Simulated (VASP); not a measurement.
Crystal: Ba3Sr5Ti8O24.

```
Sr Ba Ti O
1.0
     7.84271    0.00000    0.00000
     0.00000    7.84271    0.00000
     0.00000    0.00000    7.84271
Sr Ba Ti O
5 3 8 24
Direct
  0.99315 0.99953 0.00093
  0.00049 0.99836 0.50214
  0.49914 0.00030 0.00301
  0.50286 0.99947 0.49968
  0.50043 0.50069 0.50216
  0.99556 0.50014 0.00301
  0.00163 0.49961 0.50310
  0.50329 0.49406 0.00116
  0.24793 0.25195 0.24886
  0.25007 0.24956 0.75149
  0.25003 0.75027 0.25174
  0.24967 0.74802 0.75260
  0.75108 0.25648 0.25288
  0.75020 0.24523 0.74721
  0.74994 0.74970 0.24652
  0.75177 0.74945 0.74530
  0.24916 0.25086 0.00105
  0.24704 0.25226 0.49666
  0.25009 0.75049 0.00106
  0.24663 0.75349 0.50063
  0.75152 0.25204 0.99590
  0.75754 0.24863 0.50261
  0.74730 0.74651 0.99960
  0.74829 0.74828 0.50131
  0.99903 0.25338 0.24834
  0.99552 0.24734 0.75093
  0.99774 0.75025 0.25290
  0.00116 0.74915 0.74903
  0.49766 0.24928 0.24539
  0.50182 0.24998 0.75161
  0.50403 0.74630 0.24834
  0.50241 0.75247 0.75015
  0.25057 0.99640 0.25050
  0.25275 0.00188 0.74864
  0.25036 0.50377 0.25310
  0.25294 0.49952 0.74766
  0.74301 0.99843 0.25213
  0.74873 0.00168 0.74825
  0.75028 0.49711 0.24915
  0.74970 0.50072 0.75103
```

| Quantity | Value |
| --- | --- |
| Program | VASP 6.6.1 |
| Task | relaxation of volume and atoms at fixed shape |
| Functional | PBEsol |
| Potentials or basis | VASP PAW PBE potentials, release 64 (Sr_sv, Ba_sv, Ti_sv, O) |
| Cutoff | 600 eV |
| k mesh | 1 × 1 × 1, shifted |
| Occupations | fermi-dirac, width 0.05 eV |
| Spin | no spin polarisation |

At the start: pressure 1.5 GPa; volume 12.06 Å³/atom.

**Question.** Where does the relaxation end?

**Answer.** Over 14 steps the energy falls by 12.5 meV/atom and the volume is 12.12 Å³/atom (+0.5 %); space group Amm2 (No. 38, to 0.1 Å) before, P4/mmm (No. 123, to 0.1 Å).

The path:
```
step  energy change (eV)  largest force (eV/Å)  pressure (GPa)  volume (Å³)
   1              0.0000                1.1511            1.49       482.39
   2             -0.2870                0.6055           -1.74       490.28
   3             -0.2946                0.5213           -1.33       489.16
   4             -0.4391                0.3057            0.17       484.69
   5             -0.4549                0.2594            0.93       482.58
   6             -0.4821                0.2165           -0.48       486.24
   7             -0.4842                0.1778           -0.20       485.46
   8             -0.4952                0.0799           -0.08       485.16
   9             -0.4967                0.1291           -0.01       485.00
  10             -0.4983                0.0656            0.04       484.83
  11             -0.4987                0.0360            0.03       484.88
  12             -0.4993                0.0301           -0.02       485.00
  13             -0.4996                0.0374           -0.08       485.16
  14             -0.5000                0.0248           -0.03       484.99
```

Final structure:
```
Sr Ba Ti O
1.0
     7.85678    0.00000    0.00000
     0.00000    7.85678    0.00000
     0.00000    0.00000    7.85678
Sr Ba Ti O
5 3 8 24
Direct
  0.99953 0.99982 0.00057
  0.00001 0.99979 0.50056
  0.49960 0.99980 0.00069
  0.50002 0.99986 0.50046
  0.49982 0.49983 0.50048
  0.99972 0.49980 0.00037
  0.99981 0.49977 0.50043
  0.49997 0.49973 0.00039
  0.25109 0.24609 0.25211
  0.25104 0.24534 0.74962
  0.25142 0.75373 0.25268
  0.25093 0.75307 0.75023
  0.74846 0.24748 0.25278
  0.74847 0.24472 0.75011
  0.74885 0.75516 0.25034
  0.74830 0.75244 0.74773
  0.25139 0.24286 0.99955
  0.25231 0.24415 0.49962
  0.25064 0.75744 0.99984
  0.25241 0.75628 0.49986
  0.74858 0.24189 0.99955
  0.74767 0.24393 0.49983
  0.74874 0.75725 0.00056
  0.74664 0.75490 0.50032
  0.99972 0.24141 0.25038
  0.00011 0.24254 0.74908
  0.99932 0.75776 0.25134
  0.99989 0.75772 0.74912
  0.49972 0.24461 0.25300
  0.50029 0.24476 0.74625
  0.49940 0.75440 0.25314
  0.49988 0.75580 0.74755
  0.25164 0.99989 0.25053
  0.25170 0.00033 0.74875
  0.25264 0.49997 0.25373
  0.25370 0.50044 0.74598
  0.74720 0.99941 0.25154
  0.74881 0.99980 0.74849
  0.74659 0.49880 0.25350
  0.74645 0.50024 0.74669
```

Caveat: the PAW data sets were made with another functional, which shifts forces and pressure a little.
